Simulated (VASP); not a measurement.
# PtF2 (R-3m) in VASP: single point with PBE+D3(BJ)

Aim: the single point of PtF2 with PBE+D3(BJ).

All numbers are computed with VASP 6.6.1; they aren't measurements. Logs are shortened: lines on timing, memory, paths and dates and some standing lists are left out, and cuts for length are marked.

## Step 1: The cell of the first run

Symmetry: R-3m, No. 166, trigonal system. Conventional cell: a = 2.819 Å, b = 2.819 Å, c = 14.024 Å, α = 90.00°, β = 90.00°, γ = 120.00°. Pt (site symmetry -3m) has 6 F at 2.00 Å within 2.6 Å. Within 2.6 Å of F (site symmetry 3m) lie 3 Pt at 2.00 Å.

## Step 2: Single point, PBE+D3(BJ)

INCAR

```
PREC = Accurate
ENCUT = 520
EDIFF = 1E-7
ISMEAR = 0
SIGMA = 0.1
LREAL = False
LASPH = True
NELM = 80
ALGO = Normal
ISIF = 2
LWAVE = False
LCHARG = False
GGA = PE
IVDW = 12
NBANDS = 19
```

KPOINTS

```
regular mesh
0
Gamma
  6 6 6
```

POSCAR

```
PtF2
1.0
    1.4092989800      0.8136591400      4.6745319100
   -1.4092989800      0.8136591400      4.6745319100
    0.0000000000     -1.6273182900      4.6745319100
Pt F
1 2
Direct
    0.5000000000      0.5000000000      0.5000000000
    0.7505462100      0.7505462100      0.7505462100
    0.2494537900      0.2494537900      0.2494537900
```

Potentials or basis: VASP PAW PBE potentials, release 64 (Pt, F).

On the command line:

```sh
cat potpaw_PBE.64/Pt/POTCAR potpaw_PBE.64/F/POTCAR > POTCAR
mpirun -np 1 vasp_std > vasp.out
```

OUTCAR:

```text
PREC = Accurate
   ENCUT = 520
   EDIFF = 1E-7
   ISMEAR = 0
   LREAL = False
   LASPH = True
   NELM = 80
   ISIF = 2
   GGA = PE
   IVDW = 12
 IVDW          = 12

 ion  position               nearest neighbor table
   1  0.500  0.500  0.500-   3 2.00   2 2.00   3 2.00   3 2.00   2 2.00   2 2.00
   2  0.751  0.751  0.751-   1 2.00   1 2.00   1 2.00
   3  0.249  0.249  0.249-   1 2.00   1 2.00   1 2.00

  LATTYP: Found a trigonal (rhomboedric) cell.
 ALAT       =     4.9496882113
 COS(alpha) =     0.8378635786

  Lattice vectors:

 A1 = (   1.4092989800,   0.8136591400,   4.6745319100)
 A2 = (  -1.4092989800,   0.8136591400,   4.6745319100)
 A3 = (   0.0000000000,  -1.6273182900,   4.6745319100)

Analysis of symmetry for initial positions (statically):
=====================================================================
 Subroutine PRICEL returns:
 Original cell was already a primitive cell.

 Routine SETGRP: Setting up the symmetry group for a
 trigonal (rhombohedral) supercell.

 Subroutine GETGRP returns: Found 12 space group operations
 (whereof 12 operations were pure point group operations)
 out of a pool of 12 trial point group operations.

The static configuration has the point symmetry D_3d.

Analysis of symmetry for dynamics (positions and initial velocities):
=====================================================================
 Subroutine PRICEL returns:
 Original cell was already a primitive cell.

 Routine SETGRP: Setting up the symmetry group for a
 trigonal (rhombohedral) supercell.

 Subroutine GETGRP returns: Found 12 space group operations
 (whereof 12 operations were pure point group operations)
 out of a pool of 12 trial point group operations.

The dynamic configuration has the point symmetry D_3d.

 Subroutine INISYM returns: Found 12 space group operations
 (whereof 12 operations are pure point group operations),
 and found     1 'primitive' translations

----------------------------------------------------------------------------------------

                                     Primitive cell

  volume of cell :      32.1614

  direct lattice vectors                    reciprocal lattice vectors
     1.409298980  0.813659140  4.674531910     0.354786321  0.204835978  0.071308388
    -1.409298980  0.813659140  4.674531910    -0.354786321  0.204835978  0.071308388
     0.000000000 -1.627318290  4.674531910     0.000000000 -0.409671957  0.071308387

  length of vectors
     4.949688211  4.949688211  4.949688212     0.415831694  0.415831694  0.415831695

  position of ions in fractional coordinates (direct lattice)
     0.500000000  0.500000000  0.500000000
     0.750546210  0.750546210  0.750546210
     0.249453790  0.249453790  0.249453790

  ion indices of the primitive-cell ions
   primitive index   ion index
                 1           1
                 2           2
                 3           3

----------------------------------------------------------------------------------------

 KPOINTS: regular mesh

Automatic generation of k-mesh.
 Grid dimensions read from file:
 generate k-points for:    6    6    6

 Generating k-lattice:

  Cartesian coordinates                     Fractional coordinates (reciprocal lattice)
     0.059131053  0.034139330  0.011884731     0.166666667 -0.000000000  0.000000000
    -0.059131053  0.034139330  0.011884731    -0.000000000  0.166666667  0.000000000
     0.000000000 -0.068278659  0.011884731    -0.000000000 -0.000000000  0.166666667

  Length of vectors
     0.069305282  0.069305282  0.069305282

  Shift w.r.t. Gamma in fractional coordinates (k-lattice)
     0.000000000  0.000000000  0.000000000

 Subroutine IBZKPT returns following result:
 ===========================================

 Found     32 irreducible k-points:

 Following reciprocal coordinates:
            Coordinates               Weight
  0.000000  0.000000  0.000000      1.000000
  0.166667 -0.000000  0.000000      6.000000
  0.333333 -0.000000  0.000000      6.000000
  0.500000 -0.000000  0.000000      3.000000
  0.166667  0.166667 -0.000000      6.000000
  0.333333  0.166667  0.000000     12.000000
[... 16 lines left out ...]
  0.500000  0.500000  0.166667      6.000000
 -0.333333  0.500000  0.166667     12.000000
 [... further k-points ...]
   k-points           NKPTS =     32   k-points in BZ     NKDIM =     32   number of bands    NBANDS=     19
   number of dos      NEDOS =    301   number of ions     NIONS =      3
   total plane-waves  NPLWV =  64000
   dimension x,y,z NGX =    40 NGY =   40 NGZ =   40
   dimension x,y,z NGXF=    80 NGYF=   80 NGZF=   80
   ions per type =               1   2
   NGX,Y,Z   is equivalent  to a cutoff of  13.43, 13.43, 13.43 a.u.
   NGXF,Y,Z  is equivalent  to a cutoff of  26.87, 26.87, 26.87 a.u.
 SYSTEM =  unknown system
   PREC   = accura    normal or accurate (medium, high low for compatibility)
   ISTART =      0    job   : 0-new  1-cont  2-samecut
   ICHARG =      2    charge: 1-file 2-atom 10-const
   ISPIN  =      1    spin polarized calculation?
   LNONCOLLINEAR =      F non collinear calculations
   LSORBIT =      F    spin-orbit coupling
   LASPH  =      T    aspherical Exc in radial PAW
   ENCUT  =  520.0 eV  38.22 Ry    6.18 a.u.   9.20  9.20  9.20*2*pi/ulx,y,z
   NELM   =     80;   NELMIN=  2; NELMDL= -5     # of ELM steps
   EDIFF  = 0.1E-06   stopping-criterion for ELM
   LREAL  =      F    real-space projection
   EDIFFG = 0.1E-05   stopping-criterion for IOM
   NSW    =      0    number of steps for IOM
   IBRION =     -1    ionic relax: 0-MD 1-quasi-New 2-CG
   NFREE  =      0    steps in history (QN), initial steepest desc. (CG)
   ISIF   =      2    stress and relaxation
   ISYM   =      2    0-nonsym 1-usesym 2-fastsym
   POTIM  = 0.5000    time-step for ionic-motion
   TEBEG  =    0.0;   TEEND  =   0.0 temperature during run
   PSTRESS=    0.0 pullay stress
   NELECT =      24.0000    total number of electrons
   NUPDOWN=      -1.0000    fix difference up-down
   EMIN   =  10.00;   EMAX   =-10.00  energy-range for DOS
   EFERMI =   0.00;   METHOD = LEGACY
   ISMEAR =     0;   SIGMA  =   0.10  broadening in eV -4-tet -1-fermi 0-gaus
   EFERMI_NEDOS =   21; number of points for ismear=-14 and -15
   IALGO  =     38    algorithm
   IMIX   =      4    mixing-type and parameters
     AMIX     =   0.40;   BMIX     =  1.00
     AMIX_MAG =   1.60;   BMIX_MAG =  1.00
  volume/ion in A,a.u.               =      10.72        72.35
  Fermi-wavevector in a.u.,A,eV,Ry     =   1.484910  2.806074 30.000285  2.204959
  Thomas-Fermi vector in A             =   2.598388
   LORBIT       =      0    0 simple, 1 ext, 2 COOP (PROOUT), +10 PAW based schemes
   GGA     = PE    functional components
   LHFCALC =     F    Hartree Fock is set to
   AEXX    =    0.0000 exact exchange contribution
   IVDW    =    12    specifies the selected vdW correction
   LEPSILON=     F    determine dielectric tensor
   LRPA    =     F    only Hartree local field effects (RPA)
 non-spin polarized calculation
 Gauss-broadening in eV      SIGMA  =   0.10
  energy-cutoff  :      520.00
  volume of cell :       32.16
 maximum number of plane-waves:       879
 NGX is ok and might be reduce to    40
   NGX = 19   NGY = 19   NGZ = 19

 number of electron      24.0000003 magnetization

 Free energy of the ion-electron system (eV)
  ---------------------------------------------------
  ext. energy  EPLUGINS =         0.00000000
  ---------------------------------------------------
  free energy    TOTEN  =        -7.43514638 eV

  energy without entropy =       -7.41189454  energy(sigma->0) =       -7.42352046

 E-fermi :   8.0220     XC(G=0): -11.6009

 val. band max:        8.0032819763   @ k =   0.5000   0.1667   0.0000
 cond. band min:       8.0408266089   @ k =  -0.3333   0.3333   0.1667
 fundamental gap:      0.0375446325
 Fermi energy:         8.0220470698

 k-point     1 :       0.0000    0.0000    0.0000
  band No.  band energies     occupation
      1     -19.7401      2.00000
      2     -18.7145      2.00000
      3      -3.4830      2.00000
      4      -1.8861      2.00000
      5      -1.8861      2.00000
      6       0.7684      2.00000
[... 11 lines left out ...]
     18      25.9816      0.00000
     19      25.9816      0.00000

 k-point     2 :       0.1667   -0.0000    0.0000
  band No.  band energies     occupation
      1     -19.5143      2.00000
      2     -18.7816      2.00000
      3      -2.9652      2.00000
      4      -2.0185      2.00000
      5      -1.7011      2.00000
      6      -0.4766      2.00000
[... 11 lines left out ...]
     18      24.9174      0.00000
     19      26.5538      0.00000

 k-point     3 :       0.3333   -0.0000    0.0000
  band No.  band energies     occupation
      1     -19.1635      2.00000
      2     -18.7958      2.00000
      3      -2.7070      2.00000
      4      -2.1008      2.00000
      5      -1.6174      2.00000
      6      -1.2155      2.00000
[... 11 lines left out ...]
     18      23.3310      0.00000
     19      25.2111      0.00000

 k-point     4 :       0.5000   -0.0000    0.0000
  band No.  band energies     occupation
      1     -19.1486      2.00000
      2     -18.6306      2.00000
      3      -3.2490      2.00000
      4      -1.8603      2.00000
      5      -1.7220      2.00000
      6      -1.2258      2.00000
[... 407 lines left out ...]
     18      22.0343      0.00000
     19      23.1007      0.00000

 k-point    23 :       0.5000    0.5000    0.1667
  band No.  band energies     occupation
      1     -19.0763      2.00000
      2     -18.8827      2.00000
      3      -2.9393      2.00000
      4      -2.1050      2.00000
      5      -1.5171      2.00000
      6      -0.9374      2.00000
[... 11 lines left out ...]
     18      23.7308      0.00000
     19      25.3005      0.00000

 k-point    24 :      -0.3333    0.5000    0.1667
  band No.  band energies     occupation
      1     -19.0131      2.00000
      2     -18.7701      2.00000
      3      -2.9293      2.00000
      4      -2.0254      2.00000
      5      -1.5910      2.00000
      6      -1.0443      2.00000
[... 11 lines left out ...]
     18      22.3809      0.00000
     19      24.1227      0.00000

 [... further k-points ...]

------------------------ aborting loop because EDIFF is reached ----------------------------------------

 Edisp (eV)   -0.69047

 E8    (eV) :    -0.2638

  FORCE on cell =-STRESS in cart. coord.  units (eV):
  Direction    XX          YY          ZZ          XY          YZ          ZX
  --------------------------------------------------------------------------------------
  -------------------------------------------------------------------------------------
  Total      19.43872    19.43872    15.48687     0.00000    -0.00000     0.00000
  in kB     968.37411   968.37411   771.50558     0.00000    -0.00000     0.00000
  external pressure =      902.75 kB  Pullay stress =        0.00 kB

 VOLUME and BASIS-vectors are now :
 -----------------------------------------------------------------------------
  energy-cutoff  :      520.00
  volume of cell :       32.16
      direct lattice vectors                 reciprocal lattice vectors
     1.409298980  0.813659140  4.674531910     0.354786321  0.204835978  0.071308388
    -1.409298980  0.813659140  4.674531910    -0.354786321  0.204835978  0.071308388
     0.000000000 -1.627318290  4.674531910     0.000000000 -0.409671957  0.071308387

 POSITION                                       TOTAL-FORCE (eV/Angst)
 -----------------------------------------------------------------------------------
      0.00000     -0.00000      7.01180         0.000000      0.000000      0.000000
      0.00000     -0.00000     10.52536         0.000000      0.000000     -6.647967
      0.00000     -0.00000      3.49824         0.000000     -0.000000      6.647967
 -----------------------------------------------------------------------------------
    total drift:                                0.000000     -0.000000      0.000000

  FREE ENERGIE OF THE ION-ELECTRON SYSTEM (eV)
  ---------------------------------------------------
  free  energy   TOTEN  =        -8.1256132993 eV

  energy  without entropy=       -8.1023614578  energy(sigma->0) =       -8.11398738
```

Wall time 52 s (1 thread of Intel Xeon 6975P-C, shared host); peak memory 0.25 GiB.

Results:

| Quantity | Value |
| --- | --- |
| Free energy | -8.1256 eV |
| Pressure | 90.3 GPa |
| Largest force | 6.648 eV/Å |
| Band gap on the k mesh | zero (band 12 reaches 8.24 eV, above the bottom of band 13 at 7.73 eV) |
| Dispersion energy per atom | -0.230 eV |

Forces in eV/Å, atoms in the order of the input:
```
Pt   0.000  0.000  0.000
F    0.000  0.000 -6.648
F    0.000  0.000  6.648
```

Caveat: the k points lie up to 0.44 Å⁻¹ apart; spin-orbit coupling is left out, which moves the levels of the heavy elements; pairwise dispersion overbinds metals, which lowers pressure and volume; forces of over 1 eV/Å act on the atoms, so gaps and moduli don't describe the material at rest.
